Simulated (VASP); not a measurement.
Wanted: the native input for a VASP 6.6.1 run.

```yaml
Task: single point
Functional: PBE
Potentials_or_basis: VASP PAW PBE potentials, release 64 (In_d, Sb)
Cutoff: 500 eV
k_mesh: 14 × 14 × 8
Occupations: gaussian, width 0.15 eV
Spin: no spin polarisation
Dipole_correction: no
Further_INCAR_settings: ALGO = Normal; EDIFF = 1e-06; NBANDS = 16
```

The structure of InSb lies in POSCAR:

```
InSb
1.0
    3.1991335599      0.0000000000      0.0000000000
    0.0000000000      3.1991335599      0.0000000000
    0.0000000000      0.0000000000      5.7975656340
In Sb
1 1
Direct
    0.0000000000      0.0000000000      0.0000000000
    0.0000000000      0.0000000000      0.5000000000
```

This cell differs from its parent crystal: the cell strained.

The input as run:

INCAR

```
PREC = Accurate ; ENCUT = 500
EDIFF = 1E-6 ; ISMEAR = 0
SIGMA = 0.15 ; LREAL = F
LASPH = T ; NELM = 120
ALGO = Normal ; ISIF = 2
LWAVE = F ; LCHARG = T
GGA = PE ; LELF = T
LVHAR = T ; NBANDS = 16
GGA_COMPAT = F
```

KPOINTS

```
Automatic mesh
0
Gamma
  14 14 8
```

Potentials or basis: VASP PAW PBE potentials, release 64 (In_d, Sb).

Run with:

```console
$ cat potpaw_PBE.64/In_d/POTCAR potpaw_PBE.64/Sb/POTCAR > POTCAR
$ mpirun -np 1 vasp_std > vasp.out
```

It gave:

```
Pressure               : 1.0 GPa
Band gap on the k mesh : zero (bands 9 and 10 overlap by 5.28 eV)
```

Caveat: the cell differs from its parent crystal (the cell strained); spin-orbit coupling is left out, which moves the levels of the heavy elements.

It took 35 s on 1 thread of Intel(R) Xeon(R) 6975P-C (Granite Rapids), on a shared host, peak memory 0.29 GiB.
